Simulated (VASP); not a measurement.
The system is O.

```
CELL_PARAMETERS angstrom
0.00000 2.17086 2.17086
2.17086 0.00000 2.17086
2.17086 2.17086 0.00000
ATOMIC_POSITIONS crystal
O 0.25000 0.25000 0.25000
O 0.00000 0.00000 0.00000
```

| Property | Result |
| --- | --- |
| Program | VASP 6.6.1 |
| Task | relaxation of cell and atoms |
| Functional | LDA |
| Potentials or basis | VASP PAW LDA potentials, release 64 (O) |
| Cutoff | 600 eV |
| k mesh | 8 × 8 × 8 |
| Occupations | fermi-dirac, width 0.1 eV |
| Spin | no spin polarisation |

At the start: pressure -5.0 GPa; volume 10.23 Å³/atom.

Where does the relaxation end?

Over 3 steps the energy falls by 5.9 meV/atom and the volume is 9.86 Å³/atom (-3.6 %); space group Fd-3m (No. 227, to 0.05 Å).

Step by step:
```
step  energy change (eV)  largest force (eV/Å)  pressure (GPa)  volume (Å³)
   1              0.0000                0.0000           -4.99        20.46
   2             -0.0108                0.0000            1.52        19.53
   3             -0.0117                0.0000           -0.01        19.73
```

Final structure:
```
O
1.0
     0.00000    2.14466    2.14466
     2.14466    0.00000    2.14466
     2.14466    2.14466    0.00000
O
2
Cartesian
  1.0723 1.0723 1.0723
  0.0000 0.0000 0.0000
```
